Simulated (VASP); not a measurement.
# SnSe2 (P-3m1) in VASP: single point with PBEsol

Aim: the single point of SnSe2 with PBEsol.

Program: VASP 6.6.1. These are calculated values, not measurements. Logs are shortened: lines on timing, memory, paths and dates and some standing lists are left out, and cuts for length are marked.

## (1) The cell of the first run

It takes space group P-3m1 (No. 164, trigonal). The conventional cell has a = 3.811 Å, b = 3.811 Å, c = 6.136 Å, α = 90.00°, β = 90.00°, γ = 120.00°. Within 3.5 Å of Sn (site symmetry -3m) lie 6 Se at 2.68 Å. Within 3.5 Å of Se (site symmetry 3m) lie 3 Sn at 2.68 Å.

## (2) Single point, PBEsol

INCAR

```
SYSTEM = SnSe2
  ALGO = Normal
  EDIFF = 1E-6
  ENCUT = 520
  GGA = PS
  ISIF = 2
  ISMEAR = 1
  LASPH = .TRUE.
  LCHARG = .FALSE.
  LREAL = .FALSE.
  LWAVE = .FALSE.
  NBANDS = 20
  NELM = 100
  PREC = Accurate
  SIGMA = 0.1
```

KPOINTS

```
k-points
0
G
  6 6 4
  0 0 0
```

POSCAR

```
SnSe2
1.0
    3.8110000000      0.0000000000      0.0000000000
   -1.9055000000      3.3004230000      0.0000000000
    0.0000000000      0.0000000000      6.1360000000
Sn Se
1 2
Direct
    0.0000000000      0.0000000000      0.0000000000
    0.3333333333      0.6666666667      0.2490000000
    0.6666666667      0.3333333333      0.7510000000
```

Potentials or basis: VASP PAW PBE potentials, release 64 (Sn_d, Se).

Started as:

```bash
$ cat potpaw_PBE.64/Sn_d/POTCAR potpaw_PBE.64/Se/POTCAR > POTCAR
$ mpirun -np 1 vasp_std > vasp.out
```

OUTCAR:

```text
SYSTEM = SnSe2
   EDIFF = 1E-6
   ENCUT = 520
   GGA = PS
   ISIF = 2
   ISMEAR = 1
   LASPH = .TRUE.
   LREAL = .FALSE.
   NELM = 100
   PREC = Accurate

 ion  position               nearest neighbor table
   1  0.000  0.000  0.000-   2 2.68   3 2.68   3 2.68   2 2.68   3 2.68   2 2.68
   2  0.333  0.667  0.249-   1 2.68   1 2.68   1 2.68
   3  0.667  0.333  0.751-   1 2.68   1 2.68   1 2.68

  LATTYP: Found a hexagonal cell.
 ALAT       =     3.8110000000
 C/A-ratio  =     1.6100760955

  Lattice vectors:

 A1 = (   3.8110000000,   0.0000000000,   0.0000000000)
 A2 = (  -1.9055000000,   3.3004230000,   0.0000000000)
 A3 = (   0.0000000000,   0.0000000000,   6.1360000000)

Analysis of symmetry for initial positions (statically):
=====================================================================
 Subroutine PRICEL returns:
 Original cell was already a primitive cell.

 Routine SETGRP: Setting up the symmetry group for a
 hexagonal supercell.

 Subroutine GETGRP returns: Found 12 space group operations
 (whereof 12 operations were pure point group operations)
 out of a pool of 24 trial point group operations.

The static configuration has the point symmetry D_3d.

Analysis of symmetry for dynamics (positions and initial velocities):
=====================================================================
 Subroutine PRICEL returns:
 Original cell was already a primitive cell.

 Routine SETGRP: Setting up the symmetry group for a
 hexagonal supercell.

 Subroutine GETGRP returns: Found 12 space group operations
 (whereof 12 operations were pure point group operations)
 out of a pool of 24 trial point group operations.

The dynamic configuration has the point symmetry D_3d.

 Subroutine INISYM returns: Found 12 space group operations
 (whereof 12 operations are pure point group operations),
 and found     1 'primitive' translations

----------------------------------------------------------------------------------------

                                     Primitive cell

  volume of cell :      77.1781

[... 79 lines left out ...]
 SYSTEM =  SnSe2
   PREC   = accura    normal or accurate (medium, high low for compatibility)
   ISTART =      0    job   : 0-new  1-cont  2-samecut
   ICHARG =      2    charge: 1-file 2-atom 10-const
   ISPIN  =      1    spin polarized calculation?
   LNONCOLLINEAR =      F non collinear calculations
   LSORBIT =      F    spin-orbit coupling
   LASPH  =      T    aspherical Exc in radial PAW
   ENCUT  =  520.0 eV  38.22 Ry    6.18 a.u.   7.09  7.09 11.41*2*pi/ulx,y,z
   NELM   =    100;   NELMIN=  2; NELMDL= -5     # of ELM steps
   EDIFF  = 0.1E-05   stopping-criterion for ELM
   LREAL  =      F    real-space projection
   EDIFFG = 0.1E-04   stopping-criterion for IOM
   NSW    =      0    number of steps for IOM
   IBRION =     -1    ionic relax: 0-MD 1-quasi-New 2-CG
   NFREE  =      0    steps in history (QN), initial steepest desc. (CG)
   ISIF   =      2    stress and relaxation
   ISYM   =      2    0-nonsym 1-usesym 2-fastsym
   POTIM  = 0.5000    time-step for ionic-motion
   TEBEG  =    0.0;   TEEND  =   0.0 temperature during run
   PSTRESS=    0.0 pullay stress
   NELECT =      26.0000    total number of electrons
   NUPDOWN=      -1.0000    fix difference up-down
   EMIN   =  10.00;   EMAX   =-10.00  energy-range for DOS
   EFERMI =   0.00;   METHOD = LEGACY
   ISMEAR =     1;   SIGMA  =   0.10  broadening in eV -4-tet -1-fermi 0-gaus
   EFERMI_NEDOS =   21; number of points for ismear=-14 and -15
   IALGO  =     38    algorithm
   IMIX   =      4    mixing-type and parameters
     AMIX     =   0.40;   BMIX     =  1.00
     AMIX_MAG =   1.60;   BMIX_MAG =  1.00
  volume/ion in A,a.u.               =      25.73       173.61
  Fermi-wavevector in a.u.,A,eV,Ry     =   1.139116  2.152617 17.654721  1.297585
  Thomas-Fermi vector in A             =   2.275820
   LORBIT       =      0    0 simple, 1 ext, 2 COOP (PROOUT), +10 PAW based schemes
   GGA     = PS    functional components
   LHFCALC =     F    Hartree Fock is set to
   AEXX    =    0.0000 exact exchange contribution
   IVDW    =     0    specifies the selected vdW correction
   LEPSILON=     F    determine dielectric tensor
   LRPA    =     F    only Hartree local field effects (RPA)
 non-spin polarized calculation
 Methfessel and Paxton  Order N= 1 SIGMA  =   0.10
  energy-cutoff  :      520.00
  volume of cell :       77.18
 maximum number of plane-waves:      2109
   NGX = 15   NGY = 15   NGZ = 23

 number of electron      26.0000006 magnetization

 Free energy of the ion-electron system (eV)
  ---------------------------------------------------
  ext. energy  EPLUGINS =         0.00000000
  ---------------------------------------------------
  free energy    TOTEN  =       -12.93269025 eV

  energy without entropy =      -12.93380565  energy(sigma->0) =      -12.93306205

 E-fermi :   4.0933     XC(G=0):  -9.6371

 val. band max:        4.0588902120   @ k =   0.0000   0.0000   0.0000
 cond. band min:       4.8004607862   @ k =   0.5000   0.0000   0.2500
 fundamental gap:      0.7415705742
 Fermi energy:         4.0932838587

 k-point     1 :       0.0000    0.0000    0.0000
  band No.  band energies     occupation
      1     -17.1105      2.00000
      2     -17.1105      2.00000
      3     -17.0722      2.00000
      4     -17.0557      2.00000
      5     -17.0557      2.00000
      6      -9.9719      2.00000
[... 541 lines left out ...]
     19      12.9850      0.00000
     20      13.0274      0.00000

------------------------ aborting loop because EDIFF is reached ----------------------------------------

  FORCE on cell =-STRESS in cart. coord.  units (eV):
  Direction    XX          YY          ZZ          XY          YZ          ZX
  --------------------------------------------------------------------------------------
  -------------------------------------------------------------------------------------
  Total        1.0357508      1.0357509      1.7837005     -0.0000000      0.0000000      0.0000000
  in kB       21.5016577     21.5016601     37.0287116     -0.0000000      0.0000000      0.0000000
  external PRESSURE =      26.6773431 kB  Pullay stress =       0.0000000 kB

 VOLUME and BASIS-vectors are now :
 -----------------------------------------------------------------------------
  energy-cutoff  :      520.00
  volume of cell :       77.18
      direct lattice vectors                 reciprocal lattice vectors
     3.811000000  0.000000000  0.000000000     0.262398321  0.151495733  0.000000000
    -1.905500000  3.300423000  0.000000000     0.000000000  0.302991465  0.000000000
     0.000000000  0.000000000  6.136000000     0.000000000  0.000000000  0.162972621

 POSITION                                       TOTAL-FORCE (eV/Angst)
 -----------------------------------------------------------------------------------
      0.00000      0.00000      0.00000         0.000000      0.000000      0.000000
     -0.00000      2.20028      1.52786        -0.000000      0.000000      0.607548
      1.90550      1.10014      4.60814         0.000000     -0.000000     -0.607548
 -----------------------------------------------------------------------------------
    total drift:                                0.000000      0.000000     -0.000000

  FREE ENERGIE OF THE ION-ELECTRON SYSTEM (eV)
  ---------------------------------------------------
  free  energy   TOTEN  =       -12.9326902530 eV

  energy  without entropy=      -12.9338056458  energy(sigma->0) =      -12.93306205
```

OSZICAR:

```text
N       E                     dE             d eps       ncg     rms          rms(c)
DAV:   1     0.212639610648E+03    0.21264E+03   -0.12160E+04   988   0.149E+03
DAV:   2     0.121563235932E+02   -0.20048E+03   -0.19272E+03  1020   0.393E+02
DAV:   3    -0.123234966448E+02   -0.24480E+02   -0.24004E+02  1152   0.117E+02
DAV:   4    -0.132005343913E+02   -0.87704E+00   -0.87486E+00  1160   0.232E+01
DAV:   5    -0.132193672818E+02   -0.18833E-01   -0.18832E-01  1340   0.361E+00    0.519E+00
DAV:   6    -0.129651556021E+02    0.25421E+00   -0.45564E-01  1444   0.774E+00    0.329E+00
DAV:   7    -0.129347236870E+02    0.30432E-01   -0.15552E-01  1204   0.278E+00    0.896E-01
DAV:   8    -0.129326060639E+02    0.21176E-02   -0.12490E-02  1256   0.114E+00    0.271E-01
DAV:   9    -0.129326746244E+02   -0.68560E-04   -0.12321E-03  1092   0.257E-01    0.792E-02
DAV:  10    -0.129326756221E+02   -0.99771E-06   -0.87987E-05  1276   0.625E-02    0.288E-02
DAV:  11    -0.129326898389E+02   -0.14217E-04   -0.20563E-05  1064   0.250E-02    0.495E-03
DAV:  12    -0.129326902530E+02   -0.41411E-06   -0.10985E-06   904   0.785E-03
   1 F= -.12932690E+02 E0= -.12933062E+02  d E =0.111539E-02
```

It took 14 s on 1 thread of Intel Xeon 6975P-C (Granite Rapids), shared host; peak memory 0.2 GiB.

Results:

- Free energy: -12.9327 eV
- Pressure: 2.7 GPa
- Largest force: 0.608 eV/Å
- Band gap on the k mesh: 0.74 eV, indirect (least direct gap 1.00 eV)

Forces on the atoms (eV/Å):
```
Sn   0.000  0.000  0.000
Se   0.000  0.000  0.608
Se   0.000  0.000 -0.608
```

Caveat: the PAW data sets were made with another functional, which shifts forces and pressure a little; spin-orbit coupling is left out, which moves the levels of the heavy elements; this functional lacks dispersion, which binds the layers, so the pressure and a relaxed spacing across them are unreliable. A k mesh can miss the band edges.
